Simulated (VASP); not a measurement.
# SiW3 (Im-3m) in VASP: notebook, part 2 of 2

VASP 6.6.1. The steps go on from the part before.

## Step 4: Relaxation of cell and atoms, PBE

This run uses another cell than the first one, of 17.70 Å³/atom, 1.003 times its volume.

INCAR

```
PREC = Accurate ; ENCUT = 600
EDIFF = 1E-6 ; ISMEAR = 0
SIGMA = 0.1 ; LREAL = F
LASPH = T ; NELM = 60
ALGO = Fast ; ISIF = 3
LWAVE = F ; LCHARG = F
GGA = PE ; IBRION = 2
NSW = 100 ; EDIFFG = -0.005
```

KPOINTS

```
Automatic mesh
0
Gamma
  12 12 12
```

POSCAR

```
SiW3
1.0
   -2.6061750000      2.6061750000      2.6061750000
    2.6061750000     -2.6061750000      2.6061750000
    2.6061750000      2.6061750000     -2.6061750000
Si W
1 3
Direct
    0.0000000000      0.0000000000      0.0000000000
    0.5000000000      0.5000000000      0.0000000000
    0.5000000000      0.0000000000      0.5000000000
    0.0000000000      0.5000000000      0.5000000000
```

Potentials or basis: VASP PAW PBE potentials, release 64 (Si, W_sv).

Run with:

```bash
$ cat potpaw_PBE.64/Si/POTCAR potpaw_PBE.64/W_sv/POTCAR > POTCAR
$ mpirun -np 1 vasp_std > vasp.out
```

OUTCAR:

```text
PREC = Accurate
   ENCUT = 600
   EDIFF = 1E-6
   ISMEAR = 0
   LREAL = F
   LASPH = T
   NELM = 60
   ISIF = 3
   GGA = PE
   IBRION = 2
   NSW = 100
   EDIFFG = -0.005

 ion  position               nearest neighbor table
   1  0.000  0.000  0.000-   2 2.61   3 2.61   4 2.61   4 2.61   3 2.61   2 2.61
   2  0.500  0.500  0.000-   1 2.61   3 2.61   4 2.61   3 2.61   4 2.61   1 2.61
   3  0.500  0.000  0.500-   1 2.61   2 2.61   4 2.61   2 2.61   1 2.61   4 2.61
   4  0.000  0.500  0.500-   1 2.61   2 2.61   3 2.61   1 2.61   2 2.61   3 2.61

  LATTYP: Found a body centered cubic cell.
 ALAT       =     5.2123500000

  Lattice vectors:

 A1 = (  -2.6061750000,   2.6061750000,   2.6061750000)
 A2 = (   2.6061750000,  -2.6061750000,   2.6061750000)
 A3 = (   2.6061750000,   2.6061750000,  -2.6061750000)

Analysis of symmetry for initial positions (statically):
=====================================================================
 Subroutine PRICEL returns:
 Original cell was already a primitive cell.

 Routine SETGRP: Setting up the symmetry group for a
 body centered cubic supercell.

 Subroutine GETGRP returns: Found 48 space group operations
 (whereof 48 operations were pure point group operations)
 out of a pool of 48 trial point group operations.

The static configuration has the point symmetry O_h .

Analysis of symmetry for dynamics (positions and initial velocities):
=====================================================================
 Subroutine PRICEL returns:
 Original cell was already a primitive cell.

 Routine SETGRP: Setting up the symmetry group for a
 body centered cubic supercell.

 Subroutine GETGRP returns: Found 48 space group operations
 (whereof 48 operations were pure point group operations)
 out of a pool of 48 trial point group operations.

The dynamic configuration has the point symmetry O_h .

 Subroutine INISYM returns: Found 48 space group operations
 (whereof 48 operations are pure point group operations),
 and found     1 'primitive' translations

----------------------------------------------------------------------------------------

                                     Primitive cell

  volume of cell :      70.8061

  direct lattice vectors                    reciprocal lattice vectors
    -2.606175000  2.606175000  2.606175000     0.000000000  0.191852044  0.191852044
     2.606175000 -2.606175000  2.606175000     0.191852044  0.000000000  0.191852044
     2.606175000  2.606175000 -2.606175000     0.191852044  0.191852044  0.000000000

  length of vectors
     4.514027513  4.514027513  4.514027513     0.271319762  0.271319762  0.271319762

  position of ions in fractional coordinates (direct lattice)
     0.000000000  0.000000000  0.000000000
     0.500000000  0.500000000  0.000000000
     0.500000000  0.000000000  0.500000000
     0.000000000  0.500000000  0.500000000

  ion indices of the primitive-cell ions
   primitive index   ion index
                 1           1
                 2           2
                 3           3
                 4           4

----------------------------------------------------------------------------------------

 KPOINTS: Automatic mesh

Automatic generation of k-mesh.
 Grid dimensions read from file:
[... 25 lines left out ...]
  0.250000  0.000000  0.000000     12.000000
  0.333333  0.000000  0.000000     12.000000
  0.416667  0.000000  0.000000     12.000000
[... 16 lines left out ...]
  0.333333  0.083333  0.083333     24.000000
  0.416667  0.083333  0.083333     12.000000
 [... further k-points ...]
   k-points           NKPTS =     72   k-points in BZ     NKDIM =     72   number of bands    NBANDS=     27
   number of dos      NEDOS =    301   number of ions     NIONS =      4
   total plane-waves  NPLWV =  46656
   dimension x,y,z NGX =    36 NGY =   36 NGZ =   36
   dimension x,y,z NGXF=    72 NGYF=   72 NGZF=   72
   ions per type =               1   3
   NGX,Y,Z   is equivalent  to a cutoff of  13.26, 13.26, 13.26 a.u.
   NGXF,Y,Z  is equivalent  to a cutoff of  26.52, 26.52, 26.52 a.u.
 SYSTEM =  unknown system
   PREC   = accura    normal or accurate (medium, high low for compatibility)
   ISTART =      0    job   : 0-new  1-cont  2-samecut
   ICHARG =      2    charge: 1-file 2-atom 10-const
   ISPIN  =      1    spin polarized calculation?
   LNONCOLLINEAR =      F non collinear calculations
   LSORBIT =      F    spin-orbit coupling
   LASPH  =      T    aspherical Exc in radial PAW
   ENCUT  =  600.0 eV  44.10 Ry    6.64 a.u.   9.02  9.02  9.02*2*pi/ulx,y,z
   NELM   =     60;   NELMIN=  2; NELMDL= -5     # of ELM steps
   EDIFF  = 0.1E-05   stopping-criterion for ELM
   LREAL  =      F    real-space projection
   EDIFFG = -.5E-02   stopping-criterion for IOM
   NSW    =    100    number of steps for IOM
   IBRION =      2    ionic relax: 0-MD 1-quasi-New 2-CG
   NFREE  =      1    steps in history (QN), initial steepest desc. (CG)
   ISIF   =      3    stress and relaxation
   ISYM   =      2    0-nonsym 1-usesym 2-fastsym
   POTIM  = 0.5000    time-step for ionic-motion
   TEBEG  =    0.0;   TEEND  =   0.0 temperature during run
   PSTRESS=    0.0 pullay stress
   NELECT =      46.0000    total number of electrons
   NUPDOWN=      -1.0000    fix difference up-down
   EMIN   =  10.00;   EMAX   =-10.00  energy-range for DOS
   EFERMI =   0.00;   METHOD = LEGACY
   ISMEAR =     0;   SIGMA  =   0.10  broadening in eV -4-tet -1-fermi 0-gaus
   EFERMI_NEDOS =   21; number of points for ismear=-14 and -15
   IALGO  =     68    algorithm
   IMIX   =      4    mixing-type and parameters
     AMIX     =   0.40;   BMIX     =  1.00
     AMIX_MAG =   1.60;   BMIX_MAG =  1.00
  volume/ion in A,a.u.               =      17.70       119.46
  Fermi-wavevector in a.u.,A,eV,Ry     =   1.417873  2.679391 27.352644  2.010363
  Thomas-Fermi vector in A             =   2.539057
   LORBIT       =      0    0 simple, 1 ext, 2 COOP (PROOUT), +10 PAW based schemes
   GGA     = PE    functional components
   LHFCALC =     F    Hartree Fock is set to
   AEXX    =    0.0000 exact exchange contribution
   IVDW    =     0    specifies the selected vdW correction
   LEPSILON=     F    determine dielectric tensor
   LRPA    =     F    only Hartree local field effects (RPA)
 conjugate gradient relaxation of ions
 non-spin polarized calculation
 RMM-DIIS sequential band-by-band and
 Gauss-broadening in eV      SIGMA  =   0.10
  energy-cutoff  :      600.00
  volume of cell :       70.81
 maximum number of plane-waves:      2392
   NGX = 19   NGY = 19   NGZ = 19

--------------------------------------- Ionic step        1  -------------------------------------------

 number of electron      46.0000005 magnetization

 Free energy of the ion-electron system (eV)
  ---------------------------------------------------
  ext. energy  EPLUGINS =         0.00000000
  ---------------------------------------------------
  free energy    TOTEN  =       -38.90033345 eV

  energy without entropy =      -38.87266515  energy(sigma->0) =      -38.88649930

------------------------ aborting loop because EDIFF is reached ----------------------------------------

  FORCE on cell =-STRESS in cart. coord.  units (eV):
  Direction    XX          YY          ZZ          XY          YZ          ZX
  --------------------------------------------------------------------------------------
  -------------------------------------------------------------------------------------
  Total       -0.0626913     -0.0626913     -0.0626913      0.0000000      0.0000000      0.0000000
  in kB       -1.4185589     -1.4185589     -1.4185589      0.0000000      0.0000000      0.0000000
  external PRESSURE =      -1.4185589 kB  Pullay stress =       0.0000000 kB
[... 63 lines left out ...]
--------------------------------------- Ionic step        3  -------------------------------------------

 number of electron      46.0000005 magnetization

 Free energy of the ion-electron system (eV)
  ---------------------------------------------------
  ext. energy  EPLUGINS =         0.00000000
  ---------------------------------------------------
  free energy    TOTEN  =       -38.90036278 eV

  energy without entropy =      -38.87273777  energy(sigma->0) =      -38.88655027

 E-fermi :   9.0638     XC(G=0): -12.2553

 val. band max:        9.0629576960   @ k =   0.3333   0.1667   0.0000
 cond. band min:       9.0700082388   @ k =  -0.4167   0.4167   0.4167
 fundamental gap:      0.0070505428
 Fermi energy:         9.0638272617

 k-point     1 :       0.0000    0.0000    0.0000
  band No.  band energies     occupation
      1     -64.9391      2.00000
      2     -64.7760      2.00000
      3     -64.7760      2.00000
      4     -29.6994      2.00000
      5     -29.6994      2.00000
      6     -29.6994      2.00000
[... 709 lines left out ...]
     26       9.4271      0.00000
     27       9.8772      0.00000

 [... further k-points ...]
[... 5 lines left out ...]
  --------------------------------------------------------------------------------------
  -------------------------------------------------------------------------------------
  Total       -0.0059180     -0.0059180     -0.0059180      0.0000000     -0.0000000      0.0000000
  in kB       -0.1340202     -0.1340202     -0.1340202      0.0000000     -0.0000000      0.0000000
  external PRESSURE =      -0.1340202 kB  Pullay stress =       0.0000000 kB
[... 19 lines left out ...]
  FREE ENERGIE OF THE ION-ELECTRON SYSTEM (eV)
  ---------------------------------------------------
  free  energy   TOTEN  =       -38.9003627802 eV

  energy  without entropy=      -38.8727377694  energy(sigma->0) =      -38.88655027

 reached required accuracy - stopping structural energy minimisation
```

OSZICAR:

```text
N       E                     dE             d eps       ncg     rms          rms(c)
DAV:   1     0.563753809110E+03    0.56375E+03   -0.29872E+04  3888   0.205E+03
[... 27 lines left out ...]
DAV:   1    -0.389013335031E+02   -0.10598E-02   -0.23985E-02  4798   0.161E+00    0.340E-01
RMM:   2    -0.389004474401E+02    0.88606E-03   -0.23393E-03  3959   0.343E-01    0.801E-02
RMM:   3    -0.389003653339E+02    0.82106E-04   -0.86203E-04  4209   0.184E-01    0.686E-02
RMM:   4    -0.389003627819E+02    0.25520E-05   -0.92989E-05  4320   0.568E-02    0.123E-02
RMM:   5    -0.389003624395E+02    0.34237E-06   -0.55629E-05  4463   0.514E-02    0.148E-02
RMM:   6    -0.389003632000E+02   -0.76051E-06   -0.11522E-05  4077   0.211E-02    0.107E-02
RMM:   7    -0.389003627802E+02    0.41979E-06   -0.13308E-06  2267   0.862E-03
   3 F= -.38900363E+02 E0= -.38886550E+02  d E =-.293273E-04
```

Run time: 2.4 min. Hardware: 1 thread of Intel Xeon 6975P-C (Granite Rapids), shared host; peak memory 0.31 GiB.

Results:

```
Free energy                            : -38.9004 eV
Relaxed volume                         : 17.69 Å³/atom
Relaxed cell                           : a = 4.513 Å, b = 4.513 Å, c = 4.513 Å, α = 109.47°, β = 109.47°, γ = 109.47°
Space group after relaxing (to 0.05 Å) : Im-3m (No. 229)
Energy gained by relaxing              : 0.0 meV/atom
Ionic steps                            : 3
Pressure after relaxing                : 0.0 GPa
Band gap on the k mesh                 : zero (band 23 reaches 10.25 eV, above the bottom of band 24 at 8.69 eV)
```

Final structure:
```cif
data_structure
_symmetry_space_group_name_H-M 'P 1'
_symmetry_Int_Tables_number 1
_cell_length_a 4.5128
_cell_length_b 4.5128
_cell_length_c 4.5128
_cell_angle_alpha 109.471
_cell_angle_beta 109.471
_cell_angle_gamma 109.471
_cell_volume 70.75
loop_
_atom_site_label
_atom_site_type_symbol
_atom_site_fract_x
_atom_site_fract_y
_atom_site_fract_z
_atom_site_occupancy
Si1 Si 0.00000 0.00000 0.00000 1
W1 W 0.50000 0.50000 0.00000 1
W2 W 0.50000 0.00000 0.50000 1
W3 W 0.00000 0.50000 0.50000 1
```

Levels at points of the mesh, in eV from the Fermi level:
| k point | band 20 | band 21 | band 22 | band 23 | band 24 | band 25 | band 26 | band 27 |
| --- | --- | --- | --- | --- | --- | --- | --- | --- |
| (0.00, 0.00, 0.00) | -0.33 | -0.33 | -0.33 | 0.43 | 0.43 | 1.94 | 1.94 | 1.94 |
| (0.50, 0.00, 0.00) | -1.70 | -1.06 | -0.46 | -0.40 | -0.38 | -0.18 | 0.76 | 1.84 |
| (0.50, 0.50, 0.50) | -2.73 | -2.73 | -2.73 | 0.02 | 0.02 | 1.14 | 1.14 | 1.14 |

Caveat: spin-orbit coupling is left out, which moves the levels of the heavy elements.

## Step 5: Single point, PBE

INCAR

```
PREC = Accurate
ENCUT = 520
EDIFF = 1E-6
ISMEAR = 0
SIGMA = 0.15
LREAL = False
LASPH = True
NELM = 60
ALGO = Fast
ISIF = 2
LWAVE = False
LCHARG = True
GGA = PE
LELF = True
LVHAR = True
NBANDS = 31
```

KPOINTS

```
regular mesh
0
Gamma
  10 10 10
```

POSCAR

```
SiW3
1.0
   -2.6037661908      2.6037661908      2.6037661908
    2.6037661908     -2.6037661908      2.6037661908
    2.6037661908      2.6037661908     -2.6037661908
Si W
1 3
Direct
    0.0000000000      0.0000000000      0.0000000000
    0.5000000000      0.5000000000      0.0000000000
    0.5000000000      0.0000000000      0.5000000000
    0.0000000000      0.5000000000      0.5000000000
```

Run with:

```bash
$ cat potpaw_PBE.64/Si/POTCAR potpaw_PBE.64/W_sv/POTCAR > POTCAR
$ mpirun -np 1 vasp_std > vasp.out
```

Run time: 2.1 min. Hardware: 1 thread of AMD EPYC 7R13 (Zen 3), shared host; peak memory 0.22 GiB.

The run converged. Its results:

```
Free energy            : -38.9229 eV
Pressure               : 0.5 GPa
Band gap on the k mesh : zero (band 23 reaches 10.19 eV, above the bottom of band 24 at 8.72 eV)
```

Levels at points of the mesh, in eV from the Fermi level:
| k point | band 20 | band 21 | band 22 | band 23 | band 24 | band 25 | band 26 | band 27 |
| --- | --- | --- | --- | --- | --- | --- | --- | --- |
| (0.00, 0.00, 0.00) | -0.34 | -0.34 | -0.34 | 0.42 | 0.42 | 1.94 | 1.94 | 1.94 |
| (0.50, 0.00, 0.00) | -1.70 | -1.06 | -0.46 | -0.40 | -0.37 | -0.19 | 0.77 | 1.78 |
| (0.50, 0.50, 0.50) | -2.74 | -2.74 | -2.74 | 0.01 | 0.01 | 1.14 | 1.14 | 1.14 |

Caveat: spin-orbit coupling is left out, which moves the levels of the heavy elements.

## Step 6: The runs side by side

| task | cell | k mesh | cutoff (eV) | smearing | gap on the mesh (eV) | pressure (GPa) |
| --- | --- | --- | --- | --- | --- | --- |
| single point | a = 4.510 Å, angles 109.5°, 4 atoms | 12 × 12 × 12 | 520 | gaussian 0.1 eV | none | 0.3 |
| single point | a = 4.510 Å, angles 109.5°, 4 atoms | 14 × 14 × 14 | 520 | gaussian 0.15 eV | none | 0.3 |
| relaxation of cell and atoms | relaxed from a = 4.514 Å, angles 109.5°, 4 atoms | 12 × 12 × 12 | 600 | gaussian 0.1 eV | none | 0.0 |
| single point | a = 4.510 Å, angles 109.5°, 4 atoms | 10 × 10 × 10 | 520 | gaussian 0.15 eV | none | 0.5 |

Alike in all rows: level PBE; potentials or basis VASP PAW PBE potentials, release 64 (Si, W_sv); no spin polarisation.

Every run on the cell as given and a fine mesh finds a metal.

Caveats: spin-orbit coupling is left out, which moves the levels of the heavy elements.

Total energies depend on the potentials used, so only differences within one code and one set of settings carry meaning.
